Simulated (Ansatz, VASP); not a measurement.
## One calculation of In2Ga3As3, two programs

INCAR

```
SYSTEM = In2Ga3As3
PREC = Accurate ; ENCUT = 600
EDIFF = 1E-6 ; ISMEAR = 0
SIGMA = 0.1 ; LREAL = .False.
LASPH = .True. ; NELM = 100
ALGO = Fast ; ISIF = 3
LWAVE = .False. ; LCHARG = .False.
GGA = PE ; IBRION = 2
NSW = 100 ; EDIFFG = -0.01
```

Contents of KPOINTS:

```
Automatic mesh
0
Gamma
  12 12 2
  0 0 0
```

Contents of POSCAR:

```
In2Ga3As3
1.0
    4.0058351737      0.0000000000      0.0000000000
   -2.0029175869      3.4691550238      0.0000000000
    0.0000000000      0.0000000000     15.0026079339
In Ga As
2 3 3
Direct
    0.3333333333      0.6666666667      0.8778392404
    0.0000000000      0.0000000000      0.7206296084
    0.3333333333      0.6666666667      0.2576347429
    0.0000000000      0.0000000000      0.0236119597
    0.6666666667      0.3333333333      0.4793751561
    0.3333333333      0.6666666667      0.0903426306
    0.6666666667      0.3333333333      0.3132532732
    0.0000000000      0.0000000000      0.5363133887
```

Input for Ansatz:

```yaml
crystal:
  lattice:
    - [4.0058351737, 0.0, 0.0]
    - [-2.0029175869, 3.4691550238, 0.0]
    - [0.0, 0.0, 15.0026079339]
  atoms:
    - { symbol: In, position: [0.3333333333, 0.6666666667, 0.8778392404] }
    - { symbol: In, position: [0.0, 0.0, 0.7206296084] }
    - { symbol: Ga, position: [0.3333333333, 0.6666666667, 0.2576347429] }
    - { symbol: Ga, position: [0.0, 0.0, 0.0236119597] }
    - { symbol: Ga, position: [0.6666666667, 0.3333333333, 0.4793751561] }
    - { symbol: As, position: [0.3333333333, 0.6666666667, 0.0903426306] }
    - { symbol: As, position: [0.6666666667, 0.3333333333, 0.3132532732] }
    - { symbol: As, position: [0.0, 0.0, 0.5363133887] }
basis:
  ecutwfc: 420
kpoints:
  mp_grid: { grid: [12, 12, 2] }
hamiltonian:
  xc: pbe
scf:
  occupations: { method: gaussian, width: 0.1 }
output:
  forces: true
  stress: true
  eigenvalues: true
relax:
  adjacent_minimum: "off"
  f_tol: 0.01
  max_steps: 80
  cell: { stress_tol: 0.05 }
```

Alike in both runs: task relaxation of cell and atoms; functional PBE; k mesh 12 × 12 × 2; occupations gaussian, width 0.1 eV; no spin polarisation.

```csv
,VASP,Ansatz
version,VASP 6.6.1,Ansatz 0.2.0
potentials or method,"VASP PAW PBE potentials, release 64 (In_d, Ga_d, As), cutoff 600 eV","scalar-relativistic, plane waves, PAW"
valence electrons in the cell,80,110
```

```csv
,VASP,Ansatz,Ansatz less VASP
"gap on the k mesh at the Fermi level, each at its own relaxed structure (eV)",none,none,-
relaxed volume (Å³/atom),26.04,25.99,-0.049
relaxed length of the cell vector where the two differ most in proportion (Å),15.053,15.033,-0.0204
```

A gap of «none» marks a metal or a gap that the smearing closes. VASP's potentials hold 80 valence electrons a cell and Ansatz's 110, so a difference there can come from the potentials and not from the codes.
